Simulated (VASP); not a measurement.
# Se (P3_121) in VASP: notebook

Se is run at these levels: HSE06, PBE; tasks: single point.

Program: VASP 6.6.1. These are calculated values, not measurements. Logs are shortened: lines on timing, memory, paths and dates and some standing lists are left out, and cuts for length are marked.

**1. The cell of the first run**

It takes space group P3_121 (No. 152, trigonal). Conventional cell: a = 4.520 Å, b = 4.520 Å, c = 5.045 Å, α = 90.00°, β = 90.00°, γ = 120.00°. Within 3.2 Å of Se (site symmetry 2) lie 2 Se at 2.40 Å.

**2. Single point, HSE06**

The input, POSCAR:

```
Se
1.0
    4.5203796056      0.0000000000      0.0000000000
   -2.2601898028      3.9147635732      0.0000000000
    0.0000000000      0.0000000000      5.0453125041
Se
3
Direct
    0.2189274296      1.0000000000      0.3333333333
    1.0000000000      0.2189274296      0.6666666667
    0.7810725704      0.7810725704      0.0000000000
```

The input, INCAR.step1:

```
  PREC = Accurate
  ENCUT = 520
  EDIFF = 1E-5
  ISMEAR = -1
  SIGMA = 0.1
  LREAL = F
  LASPH = T
  NELM = 100
  ALGO = Normal
  ISIF = 2
  LWAVE = T
  LCHARG = F
  NBANDS = 16
  GGA = PE
```

The input, INCAR.step2:

```
  PREC = Accurate
  ENCUT = 520
  EDIFF = 1E-7
  ISMEAR = -1
  SIGMA = 0.1
  LREAL = F
  LASPH = T
  NELM = 100
  ALGO = Normal
  ISIF = 2
  LWAVE = F
  LCHARG = F
  GGA = PE
  LHFCALC = T
  HFSCREEN = 0.2079
  PRECFOCK = Normal
  NBANDS = 16
  ISTART = 1
```

The input, KPOINTS:

```
Automatic mesh
0
Gamma
  4 4 3
```

Potentials or basis: VASP PAW PBE potentials, release 64 (Se).

On the command line:

```
cat potpaw_PBE.64/Se/POTCAR > POTCAR
cp INCAR.step1 INCAR
mpirun -np 1 vasp_std > vasp.out
cp INCAR.step2 INCAR
mpirun -np 1 vasp_std > vasp.out
```

OUTCAR:

```text
PREC = Accurate
   ENCUT = 520
   EDIFF = 1E-7
   ISMEAR = -1
   LREAL = F
   LASPH = T
   NELM = 100
   ISIF = 2
   GGA = PE
   LHFCALC = T
   HFSCREEN = 0.2079
   PRECFOCK = Normal
   ISTART = 1

 ion  position               nearest neighbor table
   1  0.219  0.000  0.333-   3 2.40   2 2.40
   2  0.000  0.219  0.667-   3 2.40   1 2.40
   3  0.781  0.781  0.000-   1 2.40   2 2.40

  LATTYP: Found a hexagonal cell.
 ALAT       =     4.5203796056
 C/A-ratio  =     1.1161258444

  Lattice vectors:

 A1 = (   4.5203796056,   0.0000000000,   0.0000000000)
 A2 = (  -2.2601898028,   3.9147635732,   0.0000000000)
 A3 = (   0.0000000000,   0.0000000000,   5.0453125041)

Analysis of symmetry for initial positions (statically):
=====================================================================
 Subroutine PRICEL returns:
 Original cell was already a primitive cell.

 Routine SETGRP: Setting up the symmetry group for a
 hexagonal supercell.

 Subroutine GETGRP returns: Found  6 space group operations
 (whereof  2 operations were pure point group operations)
 out of a pool of 24 trial point group operations.

The static configuration has the point symmetry C_2 .
 The point group associated with its full space group is D_3 .

Analysis of symmetry for dynamics (positions and initial velocities):
=====================================================================
 Subroutine PRICEL returns:
 Original cell was already a primitive cell.

 Routine SETGRP: Setting up the symmetry group for a
 hexagonal supercell.

 Subroutine GETGRP returns: Found  6 space group operations
 (whereof  2 operations were pure point group operations)
 out of a pool of 24 trial point group operations.

The dynamic configuration has the point symmetry C_2 .
 The point group associated with its full space group is D_3 .

 Subroutine INISYM returns: Found  6 space group operations
 (whereof  2 operations are pure point group operations),
 and found     1 'primitive' translations

----------------------------------------------------------------------------------------

                                     Primitive cell

  volume of cell :      89.2829

  direct lattice vectors                    reciprocal lattice vectors
     4.520379606  0.000000000  0.000000000     0.221220359  0.127721634  0.000000000
    -2.260189803  3.914763573  0.000000000     0.000000000  0.255443268  0.000000000
     0.000000000  0.000000000  5.045312504     0.000000000  0.000000000  0.198203778

  length of vectors
     4.520379606  4.520379606  5.045312504     0.255443268  0.255443268  0.198203778

  position of ions in fractional coordinates (direct lattice)
     0.218927430  0.000000000  0.333333333
     1.000000000  0.218927430  0.666666667
     0.781072570  0.781072570  0.000000000

  ion indices of the primitive-cell ions
   primitive index   ion index
                 1           1
                 2           2
                 3           3

----------------------------------------------------------------------------------------

 KPOINTS: Automatic mesh

Automatic generation of k-mesh.
 Grid dimensions read from file:
 generate k-points for:    4    4    3

 Generating k-lattice:

  Cartesian coordinates                     Fractional coordinates (reciprocal lattice)
     0.055305090  0.031930408  0.000000000     0.250000000 -0.000000000  0.000000000
     0.000000000  0.063860817  0.000000000     0.000000000  0.250000000  0.000000000
     0.000000000  0.000000000  0.066067926     0.000000000  0.000000000  0.333333333

  Length of vectors
     0.063860817  0.063860817  0.066067926

  Shift w.r.t. Gamma in fractional coordinates (k-lattice)
     0.000000000  0.000000000  0.000000000

 Subroutine IBZKPT returns following result:
 ===========================================

 Found      9 irreducible k-points:

 Following reciprocal coordinates:
            Coordinates               Weight
  0.000000  0.000000  0.000000      1.000000
  0.250000 -0.000000  0.000000      6.000000
  0.500000 -0.000000  0.000000      3.000000
  0.250000  0.250000  0.000000      6.000000
  0.000000  0.000000  0.333333      2.000000
  0.250000 -0.000000  0.333333      6.000000
  0.000000  0.250000  0.333333      6.000000
  0.500000 -0.000000  0.333333      6.000000
  0.250000  0.250000  0.333333     12.000000
   k-points           NKPTS =      9   k-points in BZ     NKDIM =     48   number of bands    NBANDS=     16
   number of dos      NEDOS =    301   number of ions     NIONS =      3
   total plane-waves  NPLWV =  51840
   dimension x,y,z NGX =    36 NGY =   36 NGZ =   40
   dimension x,y,z NGXF=    72 NGYF=   72 NGZF=   80
   ions per type =               3
   NGX,Y,Z   is equivalent  to a cutoff of  13.24, 13.24, 13.18 a.u.
   NGXF,Y,Z  is equivalent  to a cutoff of  26.48, 26.48, 26.36 a.u.
 SYSTEM =  unknown system
   PREC   = accura    normal or accurate (medium, high low for compatibility)
   ISTART =      1    job   : 0-new  1-cont  2-samecut
   ICHARG =      0    charge: 1-file 2-atom 10-const
   ISPIN  =      1    spin polarized calculation?
   LNONCOLLINEAR =      F non collinear calculations
   LSORBIT =      F    spin-orbit coupling
   LASPH  =      T    aspherical Exc in radial PAW
   ENCUT  =  520.0 eV  38.22 Ry    6.18 a.u.   8.40  8.40  9.38*2*pi/ulx,y,z
   NELM   =    100;   NELMIN=  2; NELMDL=  0     # of ELM steps
   EDIFF  = 0.1E-06   stopping-criterion for ELM
   LREAL  =      F    real-space projection
   EDIFFG = 0.1E-05   stopping-criterion for IOM
   NSW    =      0    number of steps for IOM
   IBRION =     -1    ionic relax: 0-MD 1-quasi-New 2-CG
   NFREE  =      0    steps in history (QN), initial steepest desc. (CG)
   ISIF   =      2    stress and relaxation
   ISYM   =      3    0-nonsym 1-usesym 2-fastsym
   POTIM  = 0.5000    time-step for ionic-motion
   TEBEG  =    0.0;   TEEND  =   0.0 temperature during run
   PSTRESS=    0.0 pullay stress
   NELECT =      18.0000    total number of electrons
   NUPDOWN=      -1.0000    fix difference up-down
   EMIN   =  10.00;   EMAX   =-10.00  energy-range for DOS
   EFERMI =   0.00;   METHOD = LEGACY
   ISMEAR =    -1;   SIGMA  =   0.10  broadening in eV -4-tet -1-fermi 0-gaus
   EFERMI_NEDOS =   21; number of points for ismear=-14 and -15
   IALGO  =     38    algorithm
   IMIX   =      1    mixing-type and parameters
     AMIX     =   0.40;   BMIX     =  1.00
     AMIX_MAG =   1.60;   BMIX_MAG =  1.00
  volume/ion in A,a.u.               =      29.76       200.84
  Fermi-wavevector in a.u.,A,eV,Ry     =   0.959937  1.814018 12.537489  0.921479
  Thomas-Fermi vector in A             =   2.089177
   LORBIT       =      0    0 simple, 1 ext, 2 COOP (PROOUT), +10 PAW based schemes
   GGA     = PE    functional components
   LHFCALC =     T    Hartree Fock is set to
   PRECFOCK=normal    Normal, Fast or Accurate (Low or Medium for compatibility)
   ENCUT4O =  -1.0   cutoff for four orbital integrals eV
   NKREDX  =     1    reduce k-point grid by
   NKREDY  =     1    reduce k-point grid by
   NKREDZ  =     1    reduce k-point grid by
   AEXX    =    0.2500 exact exchange contribution
   HFSCREEN=    0.2079 screening length (either q_TF or 0.3 A-1)
   HFSCREENC=   0.2079 screening length for correlation (either q_TF or 0.3 A-1)
   ENCUTFOCK=  -1.0 apply spherical cutoff to Coloumb kernel
   IVDW    =     0    specifies the selected vdW correction
   LEPSILON=     F    determine dielectric tensor
   LRPA    =     F    only Hartree local field effects (RPA)
 non-spin polarized calculation
  energy-cutoff  :      520.00
  volume of cell :       89.28
 maximum number of plane-waves:      2461
 NGX is ok and might be reduce to    36
  NGX = 28; NGY = 28; NGZ = 30

 number of electron      18.0000001 magnetization

 Free energy of the ion-electron system (eV)
  ---------------------------------------------------
  ext. energy  EPLUGINS =         0.00000000
  ---------------------------------------------------
  free energy    TOTEN  =       -13.24657464 eV

  energy without entropy =      -13.24657043  energy(sigma->0) =      -13.24657254

 E-fermi :   2.2904     XC(G=0):  -7.0490

 val. band max:        0.9897368259   @ k =   0.2500   0.2500   0.3333
 cond. band min:       3.5480761243   @ k =   0.0000   0.0000   0.3333
 fundamental gap:      2.5583392984
 Fermi energy:         2.2904178308

 k-point     1 :       0.0000    0.0000    0.0000
  band No.  band energies     occupation
      1     -15.5010      2.00000
      2     -11.2497      2.00000
      3     -11.2497      2.00000
      4      -2.6245      2.00000
      5      -2.6245      2.00000
      6      -2.3445      2.00000
[... 8 lines left out ...]
     15       8.8310      0.00000
     16      10.7388      0.00000

 k-point     2 :       0.2500   -0.0000    0.0000
  band No.  band energies     occupation
      1     -15.3137      2.00000
      2     -11.4388      2.00000
      3     -11.2381      2.00000
      4      -3.4930      2.00000
      5      -3.0693      2.00000
      6      -2.2256      2.00000
[... 8 lines left out ...]
     15      10.1604      0.00000
     16      11.1066      0.00000

 k-point     3 :       0.5000   -0.0000    0.0000
  band No.  band energies     occupation
      1     -15.0970      2.00000
      2     -11.6781      2.00000
      3     -11.2256      2.00000
      4      -3.8111      2.00000
      5      -3.3672      2.00000
      6      -2.0636      2.00000
[... 8 lines left out ...]
     15      11.8360      0.00000
     16      11.9270      0.00000

 k-point     4 :       0.2500    0.2500    0.0000
  band No.  band energies     occupation
      1     -15.0997      2.00000
      2     -11.5612      2.00000
      3     -11.3484      2.00000
      4      -3.6780      2.00000
      5      -3.5398      2.00000
      6      -1.8664      2.00000
[... 8 lines left out ...]
     15      10.9049      0.00000
     16      11.5649      0.00000

 k-point     5 :       0.0000    0.0000    0.3333
  band No.  band energies     occupation
      1     -14.9584      2.00000
      2     -13.4224      2.00000
      3      -9.3326      2.00000
      4      -3.4666      2.00000
      5      -2.2423      2.00000
      6      -2.1739      2.00000
[... 8 lines left out ...]
     15      10.1117      0.00000
     16      10.1189      0.00000

 k-point     6 :       0.2500   -0.0000    0.3333
  band No.  band energies     occupation
      1     -14.7902      2.00000
      2     -13.3192      2.00000
      3      -9.7296      2.00000
      4      -3.8123      2.00000
      5      -3.0465      2.00000
      6      -2.2263      2.00000
[... 8 lines left out ...]
     15       9.7875      0.00000
     16      10.3454      0.00000

 k-point     7 :       0.0000    0.2500    0.3333
  band No.  band energies     occupation
      1     -14.7873      2.00000
      2     -13.3288      2.00000
      3      -9.7027      2.00000
      4      -3.9194      2.00000
      5      -3.1548      2.00000
      6      -2.2509      2.00000
[... 8 lines left out ...]
     15       9.7575      0.00000
     16      10.6462      0.00000

 k-point     8 :       0.5000   -0.0000    0.3333
  band No.  band energies     occupation
      1     -14.5961      2.00000
      2     -13.2223      2.00000
      3     -10.1076      2.00000
      4      -4.3166      2.00000
      5      -3.5152      2.00000
      6      -2.5439      2.00000
[... 8 lines left out ...]
     15      11.1685      0.00000
     16      11.2873      0.00000

 k-point     9 :       0.2500    0.2500    0.3333
  band No.  band energies     occupation
      1     -14.5971      2.00000
      2     -13.2231      2.00000
      3     -10.0946      2.00000
      4      -4.1887      2.00000
      5      -3.7330      2.00000
      6      -2.6904      2.00000
[... 8 lines left out ...]
     15      10.5312      0.00000
     16      11.1123      0.00000

------------------------ aborting loop because EDIFF is reached ----------------------------------------

  FORCE on cell =-STRESS in cart. coord.  units (eV):
  Direction    XX          YY          ZZ          XY          YZ          ZX
  --------------------------------------------------------------------------------------
  -------------------------------------------------------------------------------------
  Total       -0.7068867     -0.7068867     -2.0208423      0.0000000      0.0000000      0.0000000
  in kB      -12.6850405    -12.6850405    -36.2638981      0.0000000      0.0000000      0.0000000
  external PRESSURE =     -20.5446597 kB  Pullay stress =       0.0000000 kB

 VOLUME and BASIS-vectors are now :
 -----------------------------------------------------------------------------
  energy-cutoff  :      520.00
  volume of cell :       89.28
      direct lattice vectors                 reciprocal lattice vectors
     4.520379606  0.000000000  0.000000000     0.221220359  0.127721634  0.000000000
    -2.260189803  3.914763573  0.000000000     0.000000000  0.255443268  0.000000000
     0.000000000  0.000000000  5.045312504     0.000000000  0.000000000  0.198203778

 POSITION                                       TOTAL-FORCE (eV/Angst)
 -----------------------------------------------------------------------------------
      0.98964      0.00000      1.68177        -0.593300     -0.000000     -0.000000
     -0.49482      0.85705      3.36354         0.296650     -0.513813      0.000000
      1.76537      3.05771      0.00000         0.296650      0.513813      0.000000
 -----------------------------------------------------------------------------------
    total drift:                                0.000000      0.000001     -0.000000

  FREE ENERGIE OF THE ION-ELECTRON SYSTEM (eV)
  ---------------------------------------------------
  free  energy   TOTEN  =       -13.2465746412 eV

  energy  without entropy=      -13.2465704301  energy(sigma->0) =      -13.24657254
```

Wall time 31 min (1 thread of AMD EPYC 7R13, shared host); peak memory 0.29 GiB.

What came out:

```yaml
Free_energy: -13.2466 eV
Pressure: -2.1 GPa
Largest_force: 0.593 eV/Å
Band_gap_on_the_k_mesh: 2.56 eV, indirect (least direct gap 2.74 eV)
```

Forces on the atoms (eV/Å):
```
Se  -0.593  0.000  0.000
Se   0.297 -0.514  0.000
Se   0.297  0.514  0.000
```

Levels at points of the mesh, in eV from the valence-band top:
```
           k point  band 6  band 7  band 8  band 9  band 10  band 11  band 12  band 13
(0.00, 0.00, 0.00)   -3.33   -1.82   -1.82   -0.16     3.12     3.12     3.50     7.10
(0.50, 0.00, 0.00)   -3.05   -2.50   -1.54   -0.72     3.15     3.60     5.12     6.82
```

Caveat: the PAW data sets were made with another functional, which shifts forces and pressure a little.

**3. Single point, PBE**

The input, INCAR:

```
PREC     = Accurate       # precision mode
ENCUT    = 520            # plane-wave cutoff, eV
EDIFF    = 1E-6           # SCF threshold, eV
ISMEAR   = -1             # smearing method
SIGMA    = 0.05           # smearing width, eV
LREAL    = False          # projectors in reciprocal space
LASPH    = True           # aspherical terms in the spheres
NELM     = 80             # most SCF steps
ALGO     = Normal         # electronic algorithm
ISIF     = 2              # what is computed and relaxed
LWAVE    = False          # write WAVECAR
LCHARG   = False          # write CHGCAR
GGA      = PE             # functional
NBANDS   = 16             # bands
```

The input, KPOINTS:

```
regular mesh
0
Gamma
  2 2 1
```

The input, POSCAR:

```
Se
1.0
    4.5203796332      0.0000000000      0.0000000000
   -2.2601898166      3.9147635971      0.0000000000
    0.0000000000      0.0000000000      5.0453124951
Se
3
Direct
    0.2189274285      0.0000000000      0.3333333333
    1.0000000000      0.2189274285      0.6666666667
    0.7810725715      0.7810725715      0.0000000000
```

Potentials or basis: VASP PAW PBE potentials, release 64 (Se).

On the command line:

```
cat potpaw_PBE.64/Se/POTCAR > POTCAR
mpirun -np 1 vasp_std > vasp.out
```

Wall time 18 s (1 thread of AMD EPYC 7R13, shared host); peak memory 0.17 GiB.

The run converged. Its results:

```yaml
Free_energy: -11.4357 eV
Pressure: -2.1 GPa
Largest_force: 1.601 eV/Å
Band_gap_on_the_k_mesh: 2.27 eV, direct
```

Forces in eV/Å, atoms in the order of the input:
```
Se  -1.601  0.000  0.000
Se   0.801 -1.387  0.000
Se   0.801  1.387  0.000
```

Stress tensor (GPa, compression positive):
```
-1.93  0.00  0.00
 0.00 -1.93  0.00
 0.00  0.00 -2.37
```

Levels at points of the mesh, in eV from the valence-band top:
```csv
k point,band 5,band 6,band 7,band 8,band 9,band 10,band 11,band 12,band 13,band 14
"(0.00, 0.00, 0.00)",-3.38,-3.10,-1.52,-1.52,0.00,2.27,2.27,2.61,6.24,6.99
"(0.50, 0.00, 0.00)",-4.05,-2.78,-2.26,-1.36,-0.54,2.34,2.74,4.17,5.97,7.88
```

Caveat: the k points lie up to 1.25 Å⁻¹ apart; forces of over 1 eV/Å act on the atoms, so gaps and moduli don't describe the material at rest. A k mesh can miss the band edges.
